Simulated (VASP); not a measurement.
# SrO (Fm-3m) in VASP: single point with r2SCAN

Aim: the single point of SrO with r2SCAN.

Everything below comes from runs of VASP 6.6.1. Logs are shortened: lines on timing, memory, paths and dates and some standing lists are left out, and cuts for length are marked.

### Step 1. The cell of the first run

It takes space group Fm-3m (No. 225, cubic). Conventional cell: a = 5.160 Å, b = 5.160 Å, c = 5.160 Å, α = 90.00°, β = 90.00°, γ = 90.00°. Sr (site symmetry m-3m) has 6 O at 2.58 Å within 3.4 Å. Within 3.4 Å of O (site symmetry m-3m) lie 6 Sr at 2.58 Å.

### Step 2. Single point, r2SCAN

The input, POSCAR:

```
SrO
1.0
    3.6486256868      0.0000000000      0.0000000000
   -1.8243128434      3.1598025336      0.0000000000
    0.0000000000      0.0000000000      8.9371779348
Sr O
3 3
Direct
    0.0000000000      0.0000000000      0.0000000000
    0.3333333333      0.6666666667      0.3333333333
    0.6666666667      0.3333333333      0.6666666667
    0.6666666667      0.3333333333      0.1666666667
    0.0000000000      0.0000000000      0.5000000000
    0.3333333333      0.6666666667      0.8333333333
```

The input, INCAR.step1:

```
SYSTEM = SrO
ALGO     = Normal         ! electronic algorithm
EDIFF    = 1E-4           ! SCF threshold, eV
ENCUT    = 520            ! plane-wave cutoff, eV
GGA      = PE             ! functional
ISMEAR   = 0              ! smearing method
LASPH    = .TRUE.         ! aspherical terms in the spheres
LCHARG   = .FALSE.        ! write CHGCAR
LREAL    = .FALSE.        ! projectors in reciprocal space
LWAVE    = .TRUE.         ! write WAVECAR
NBANDS   = 33             ! bands
NELM     = 100            ! most SCF steps
PREC     = Accurate       ! precision mode
SIGMA    = 0.02           ! smearing width, eV
```

The input, INCAR.step2:

```
SYSTEM = SrO
ALGO     = Normal         ! electronic algorithm
EDIFF    = 1E-6           ! SCF threshold, eV
ENCUT    = 520            ! plane-wave cutoff, eV
ISIF     = 2              ! what is computed and relaxed
ISMEAR   = 0              ! smearing method
ISTART   = 1            
LASPH    = .TRUE.         ! aspherical terms in the spheres
LCHARG   = .TRUE.         ! write CHGCAR
LELF     = .TRUE.         ! ELF
LMIXTAU  = .TRUE.       
LREAL    = .FALSE.        ! projectors in reciprocal space
LVHAR    = .TRUE.       
LWAVE    = .FALSE.        ! write WAVECAR
METAGGA  = R2SCAN         ! meta-GGA
NBANDS   = 33             ! bands
NELM     = 100            ! most SCF steps
PREC     = Accurate       ! precision mode
SIGMA    = 0.02           ! smearing width, eV
```

The input, KPOINTS:

```
k-points
0
G
  6 6 4
  0 0 0
```

Potentials or basis: VASP PAW PBE potentials, release 64 (Sr_sv, O).

The run is started by

```console
$ cat potpaw_PBE.64/Sr_sv/POTCAR potpaw_PBE.64/O/POTCAR > POTCAR
$ cp INCAR.step1 INCAR
$ mpirun -np 1 vasp_std > vasp.out
$ cp INCAR.step2 INCAR
$ mpirun -np 1 vasp_std > vasp.out
```

OUTCAR:

```text
SYSTEM = SrO
   EDIFF = 1E-6
   ENCUT = 520
   ISIF = 2
   ISMEAR = 0
   ISTART = 1
   LASPH = .TRUE.
   LREAL = .FALSE.
   METAGGA = R2SCAN
   NELM = 100
   PREC = Accurate

 ion  position               nearest neighbor table
   1  0.000  0.000  0.000-   4 2.58   6 2.58   6 2.58   4 2.58   4 2.58   6 2.58   2 3.65   3 3.65
                             2 3.65   3 3.65   2 3.65   3 3.65
   2  0.333  0.667  0.333-   4 2.58   4 2.58   5 2.58   4 2.58   5 2.58   5 2.58   1 3.65   1 3.65
                             1 3.65   3 3.65   3 3.65   3 3.65
   3  0.667  0.333  0.667-   6 2.58   6 2.58   5 2.58   6 2.58   5 2.58   5 2.58   1 3.65   1 3.65
                             1 3.65   2 3.65   2 3.65   2 3.65
   4  0.667  0.333  0.167-   2 2.58   2 2.58   1 2.58   2 2.58   1 2.58   1 2.58
   5  0.000  0.000  0.500-   2 2.58   3 2.58   2 2.58   3 2.58   3 2.58   2 2.58
   6  0.333  0.667  0.833-   3 2.58   3 2.58   1 2.58   3 2.58   1 2.58   1 2.58

  LATTYP: Found a hexagonal cell.
 ALAT       =     3.6486256868
 C/A-ratio  =     2.4494641824

  Lattice vectors:

 A1 = (   3.6486256868,   0.0000000000,   0.0000000000)
 A2 = (  -1.8243128434,   3.1598025336,   0.0000000000)
 A3 = (   0.0000000000,   0.0000000000,   8.9371779348)

Analysis of symmetry for initial positions (statically):
=====================================================================
 Subroutine PRICEL returns following result:

  LATTYP: Found a face centered cubic cell.
 ALAT       =     5.1599000339

  Lattice vectors:

 A1 = (   1.8243128432,  -1.0532675111,   2.9790593113)
 A2 = (  -0.0000000002,   2.1065350225,   2.9790593113)
 A3 = (  -1.8243128430,  -1.0532675114,   2.9790593122)

   3 primitive cells build up your supercell.

 Routine SETGRP: Setting up the symmetry group for a
 hexagonal supercell.

 Subroutine GETGRP returns: Found 12 space group operations
 (whereof 12 operations were pure point group operations)
 out of a pool of 24 trial point group operations.

The static configuration has the point symmetry D_3d.

Analysis of symmetry for dynamics (positions and initial velocities):
=====================================================================
 Subroutine PRICEL returns following result:

  LATTYP: Found a face centered cubic cell.
 ALAT       =     5.1599000339

  Lattice vectors:

 A1 = (   1.8243128432,  -1.0532675111,   2.9790593113)
 A2 = (  -0.0000000002,   2.1065350225,   2.9790593113)
 A3 = (  -1.8243128430,  -1.0532675114,   2.9790593122)

   3 primitive cells build up your supercell.

 Routine SETGRP: Setting up the symmetry group for a
 hexagonal supercell.

 Subroutine GETGRP returns: Found 12 space group operations
 (whereof 12 operations were pure point group operations)
 out of a pool of 24 trial point group operations.

The dynamic configuration has the point symmetry D_3d.

 Subroutine INISYM returns: Found 12 space group operations
 (whereof 12 operations are pure point group operations),
 and found     3 'primitive' translations

----------------------------------------------------------------------------------------

                                     Primitive cell

  volume of cell :      34.3454

  direct lattice vectors                    reciprocal lattice vectors
     1.824312843 -1.053267511  2.979059311     0.274075799 -0.158237736  0.111892144
    -0.000000000  2.106535023  2.979059311     0.000000000  0.316475473  0.111892144
    -1.824312843 -1.053267511  2.979059312    -0.274075799 -0.158237736  0.111892144

  length of vectors
     3.648600304  3.648600304  3.648600305     0.335673318  0.335673318  0.335673318

  position of ions in fractional coordinates (direct lattice)
     0.000000000  0.000000000  0.000000000
     0.500000000  0.500000000  0.500000000

  ion indices of the primitive-cell ions
   primitive index   ion index
                 1           1
                 2           4

----------------------------------------------------------------------------------------

 KPOINTS: k-points

Automatic generation of k-mesh.
 Grid dimensions read from file:
 generate k-points for:    6    6    4

 Generating k-lattice:

  Cartesian coordinates                     Fractional coordinates (reciprocal lattice)
     0.045679300  0.026372956  0.000000000     0.166666667 -0.000000000  0.000000000
     0.000000000  0.052745912  0.000000000     0.000000000  0.166666667  0.000000000
     0.000000000  0.000000000  0.027973036     0.000000000  0.000000000  0.250000000

  Length of vectors
     0.052745912  0.052745912  0.027973036

  Shift w.r.t. Gamma in fractional coordinates (k-lattice)
     0.000000000  0.000000000  0.000000000

 Subroutine IBZKPT returns following result:
 ===========================================

 Found     24 irreducible k-points:

 Following reciprocal coordinates:
            Coordinates               Weight
  0.000000  0.000000  0.000000      1.000000
  0.166667 -0.000000  0.000000      6.000000
  0.333333 -0.000000  0.000000      6.000000
  0.500000 -0.000000  0.000000      3.000000
  0.166667  0.166667  0.000000      6.000000
  0.333333  0.166667  0.000000     12.000000
[... 16 lines left out ...]
  0.333333  0.166667  0.500000     12.000000
  0.333333  0.333333  0.500000      2.000000
   k-points           NKPTS =     24   k-points in BZ     NKDIM =     24   number of bands    NBANDS=     33
   number of dos      NEDOS =    301   number of ions     NIONS =      6
   total plane-waves  NPLWV =  54880
   dimension x,y,z NGX =    28 NGY =   28 NGZ =   70
   dimension x,y,z NGXF=    56 NGYF=   56 NGZF=  140
   ions per type =               3   3
   NGX,Y,Z   is equivalent  to a cutoff of  12.76, 12.76, 13.02 a.u.
   NGXF,Y,Z  is equivalent  to a cutoff of  25.52, 25.52, 26.04 a.u.
 SYSTEM =  SrO
   PREC   = accura    normal or accurate (medium, high low for compatibility)
   ISTART =      1    job   : 0-new  1-cont  2-samecut
   ICHARG =      0    charge: 1-file 2-atom 10-const
   ISPIN  =      1    spin polarized calculation?
   LNONCOLLINEAR =      F non collinear calculations
   LSORBIT =      F    spin-orbit coupling
   LASPH  =      T    aspherical Exc in radial PAW
   ENCUT  =  520.0 eV  38.22 Ry    6.18 a.u.   6.78  6.78 16.62*2*pi/ulx,y,z
   NELM   =    100;   NELMIN=  2; NELMDL=  0     # of ELM steps
   EDIFF  = 0.1E-05   stopping-criterion for ELM
   LREAL  =      F    real-space projection
   EDIFFG = 0.1E-04   stopping-criterion for IOM
   NSW    =      0    number of steps for IOM
   IBRION =     -1    ionic relax: 0-MD 1-quasi-New 2-CG
   NFREE  =      0    steps in history (QN), initial steepest desc. (CG)
   ISIF   =      2    stress and relaxation
   ISYM   =      2    0-nonsym 1-usesym 2-fastsym
   POTIM  = 0.5000    time-step for ionic-motion
   TEBEG  =    0.0;   TEEND  =   0.0 temperature during run
   PSTRESS=    0.0 pullay stress
   NELECT =      48.0000    total number of electrons
   NUPDOWN=      -1.0000    fix difference up-down
   EMIN   =  10.00;   EMAX   =-10.00  energy-range for DOS
   EFERMI =   0.00;   METHOD = LEGACY
   ISMEAR =     0;   SIGMA  =   0.02  broadening in eV -4-tet -1-fermi 0-gaus
   EFERMI_NEDOS =   21; number of points for ismear=-14 and -15
   IALGO  =     38    algorithm
   IMIX   =      4    mixing-type and parameters
     AMIX     =   0.40;   BMIX     =  1.00
     AMIX_MAG =   1.60;   BMIX_MAG =  1.00
  volume/ion in A,a.u.               =      17.17       115.89
  Fermi-wavevector in a.u.,A,eV,Ry     =   1.269089  2.398230 21.913359  1.610586
  Thomas-Fermi vector in A             =   2.402149
   LORBIT       =      0    0 simple, 1 ext, 2 COOP (PROOUT), +10 PAW based schemes
   METAGGA = R2SCAN    functional components
   LHFCALC =     F    Hartree Fock is set to
   AEXX    =    0.0000 exact exchange contribution
   IVDW    =     0    specifies the selected vdW correction
   LEPSILON=     F    determine dielectric tensor
   LRPA    =     F    only Hartree local field effects (RPA)
 non-spin polarized calculation
 Gauss-broadening in eV      SIGMA  =   0.02
  energy-cutoff  :      520.00
  volume of cell :      103.04
 maximum number of plane-waves:      2805
 NGX is ok and might be reduce to    28
   NGX = 13   NGY = 13   NGZ = 33

 number of electron      48.0000002 magnetization

 Free energy of the ion-electron system (eV)
  ---------------------------------------------------
  ext. energy  EPLUGINS =         0.00000000
  ---------------------------------------------------
  free energy    TOTEN  =       -81.16743568 eV

  energy without entropy =      -81.16743568  energy(sigma->0) =      -81.16743568

 E-fermi :   1.3854     XC(G=0): -10.5323

 val. band max:        1.2936977656   @ k =   0.0000   0.0000   0.0000
 cond. band min:       5.0412727962   @ k =   0.5000  -0.0000   0.0000
 fundamental gap:      3.7475750306
 Fermi energy:         1.3853761155

 k-point     1 :       0.0000    0.0000    0.0000
  band No.  band energies     occupation
      1     -32.2160      2.00000
      2     -32.1165      2.00000
      3     -32.1165      2.00000
      4     -15.8053      2.00000
      5     -15.8053      2.00000
      6     -14.7216      2.00000
[... 25 lines left out ...]
     32       9.1499      0.00000
     33       9.8924      0.00000

 k-point     2 :       0.1667   -0.0000    0.0000
  band No.  band energies     occupation
      1     -32.1864      2.00000
      2     -32.0999      2.00000
      3     -32.0989      2.00000
      4     -15.7385      2.00000
      5     -15.6688      2.00000
      6     -15.1225      2.00000
[... 25 lines left out ...]
     32       8.9600      0.00000
     33       9.8057      0.00000

 k-point     3 :       0.3333   -0.0000    0.0000
  band No.  band energies     occupation
      1     -32.1218      2.00000
      2     -32.0717      2.00000
      3     -32.0629      2.00000
      4     -15.7527      2.00000
      5     -15.6463      2.00000
      6     -15.2241      2.00000
[... 25 lines left out ...]
     32      10.1464      0.00000
     33      10.5867      0.00000

 k-point     4 :       0.5000   -0.0000    0.0000
  band No.  band energies     occupation
      1     -32.0733      2.00000
      2     -32.0733      2.00000
      3     -32.0448      2.00000
      4     -15.8411      2.00000
      5     -15.8411      2.00000
      6     -14.7078      2.00000
[... 25 lines left out ...]
     32      11.1026      0.00000
     33      11.2950      0.00000

 k-point     5 :       0.1667    0.1667    0.0000
  band No.  band energies     occupation
      1     -32.1394      2.00000
      2     -32.0747      2.00000
      3     -32.0747      2.00000
      4     -15.5621      2.00000
      5     -15.5621      2.00000
      6     -15.5131      2.00000
[... 604 lines left out ...]
 k-point    22 :       0.1667    0.1667    0.5000
  band No.  band energies     occupation
      1     -32.1179      2.00000
      2     -32.1179      2.00000
      3     -32.0529      2.00000
      4     -15.5518      2.00000
      5     -15.5423      2.00000
      6     -15.5423      2.00000
[... 25 lines left out ...]
     32      10.2519      0.00000
     33      10.4082      0.00000

 k-point    23 :       0.3333    0.1667    0.5000
  band No.  band energies     occupation
      1     -32.0789      2.00000
      2     -32.0682      2.00000
      3     -32.0444      2.00000
      4     -15.8682      2.00000
      5     -15.4576      2.00000
      6     -15.2750      2.00000
[... 25 lines left out ...]
     32      10.8078      0.00000
     33      10.9160      0.00000

 k-point    24 :       0.3333    0.3333    0.5000
  band No.  band energies     occupation
      1     -32.0529      2.00000
      2     -32.0529      2.00000
      3     -32.0529      2.00000
      4     -15.5518      2.00000
      5     -15.5518      2.00000
      6     -15.5518      2.00000
[... 25 lines left out ...]
     32      10.9036      0.00000
     33      10.9036      0.00000

------------------------ aborting loop because EDIFF is reached ----------------------------------------

  FORCE on cell =-STRESS in cart. coord.  units (eV):
  Direction    XX          YY          ZZ          XY          YZ          ZX
  --------------------------------------------------------------------------------------
  -------------------------------------------------------------------------------------
  Total        0.3321297      0.3321297      0.3322296     -0.0000000      0.0000000      0.0000000
  in kB        5.1645048      5.1645048      5.1660577     -0.0000000      0.0000000      0.0000000
  external PRESSURE =       5.1650225 kB  Pullay stress =       0.0000000 kB

 VOLUME and BASIS-vectors are now :
 -----------------------------------------------------------------------------
  energy-cutoff  :      520.00
  volume of cell :      103.04
      direct lattice vectors                 reciprocal lattice vectors
     3.648625687  0.000000000  0.000000000     0.274075799  0.158237736  0.000000000
    -1.824312843  3.159802534  0.000000000     0.000000000  0.316475473  0.000000000
     0.000000000  0.000000000  8.937177935     0.000000000  0.000000000  0.111892144

 POSITION                                       TOTAL-FORCE (eV/Angst)
 -----------------------------------------------------------------------------------
      0.00000      0.00000      0.00000         0.000000      0.000000      0.000000
     -0.00000      2.10654      2.97906        -0.000000      0.000000      0.000000
      1.82431      1.05327      5.95812         0.000000     -0.000000     -0.000000
      1.82431      1.05327      1.48953        -0.000000     -0.000000      0.000000
      0.00000      0.00000      4.46859        -0.000000      0.000000      0.000000
     -0.00000      2.10654      7.44765         0.000000      0.000000      0.000000
 -----------------------------------------------------------------------------------
    total drift:                               -0.000000      0.000000      0.000000

  FREE ENERGIE OF THE ION-ELECTRON SYSTEM (eV)
  ---------------------------------------------------
  free  energy   TOTEN  =       -81.1674356795 eV

  energy  without entropy=      -81.1674356795  energy(sigma->0) =      -81.16743568
```

Wall time 2.5 min (1 thread of Intel Xeon 6975P-C (Granite Rapids), shared host); peak memory 0.27 GiB.

What came out:

| Quantity | Value |
| --- | --- |
| Free energy | -81.1674 eV |
| Pressure | 0.5 GPa |
| Band gap on the k mesh | 3.75 eV |

Caveat: the PAW data sets were made with another functional, which shifts forces and pressure a little.
